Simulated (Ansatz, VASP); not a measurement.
## BaY in VASP and in Ansatz

The input INCAR:

```
ALGO     = Normal         # electronic algorithm
EDIFF    = 1E-8           # SCF threshold, eV
ENCUT    = 520            # plane-wave cutoff, eV
GGA      = CA             # functional
ISIF     = 2              # what is computed and relaxed
ISMEAR   = -1             # smearing method
LASPH    = True           # aspherical terms in the spheres
LCHARG   = False          # write CHGCAR
LEFG     = True         
LREAL    = False          # projectors in reciprocal space
LWAVE    = False          # write WAVECAR
NBANDS   = 18             # bands
NELM     = 100            # most SCF steps
PREC     = Accurate       # precision mode
SIGMA    = 0.03           # smearing width, eV
```

KPOINTS

```
k-points
0
Gamma
  11 11 8
```

The input POSCAR:

```
BaY
1.0
    3.8531774336      0.0000000000      0.0000000000
    0.0000000000      3.8531774336      0.0000000000
    0.0000000000      0.0000000000      5.7794555925
Ba Y
1 1
Direct
    0.0000000000      0.0000000000      0.0000000000
    0.5000000000      0.5000000000      0.5000000000
```

Input for Ansatz:

```yaml
crystal:
  lattice:
    - [3.8531774336, 0.0, 0.0]
    - [0.0, 3.8531774336, 0.0]
    - [0.0, 0.0, 5.7794555925]
  atoms:
    - { symbol: Ba, position: [0.0, 0.0, 0.0] }
    - { symbol: "Y", position: [0.5, 0.5, 0.5] }
kpoints:
  mp_grid: { grid: [11, 11, 8] }
  band_path:
    path:
      - [0.0, 0.0, 0.0]
      - [0.0, 0.5, 0.0]
      - [0.5, 0.5, 0.0]
      - [0.0, 0.0, 0.0]
      - [0.0, 0.0, 0.5]
      - [0.0, 0.5, 0.5]
      - [0.5, 0.5, 0.5]
      - [0.0, 0.0, 0.5]
      - [0.0, 0.5, 0.0]
    npoints: 5
scf:
  occupations: { method: fermi_dirac, width: 0.03 }
hamiltonian:
  xc: lda
  pseudopotentials: { kind: paw }
output:
  forces: true
  stress: true
  eigenvalues: true
  efg: { contact_densities: true }
```

Alike in both runs: task electric field gradients; functional LDA; k mesh 11 × 11 × 8; occupations fermi-dirac, width 0.03 eV; no spin polarisation.

|  | VASP | Ansatz |
| --- | --- | --- |
| version | VASP 6.6.1 | Ansatz 0.2.0 |
| potentials or method | VASP PAW LDA potentials, release 64 (Ba_sv, Y_sv) | PAW with Ansatz's default frozen-core files, scalar-relativistic |
| plane-wave cutoff (eV) | 520 | 420 |
| valence electrons in the cell | 21 | 21 |

|  | VASP | Ansatz | Ansatz less VASP |
| --- | --- | --- | --- |
| pressure (GPa) | -2.3 | -2.4 | -0.11 |
| traceless stress, the component that is largest in VASP (GPa) | -0.06 | -0.05 | +0.014 |
| size of Vzz on the site where it differs most (V/Å²) | 14.7 | 17.5 | +2.79 |

LDA's correlation is that of Perdew and Zunger in VASP and of Perdew and Wang (1992) in Ansatz.

Spin-orbit coupling is off throughout.
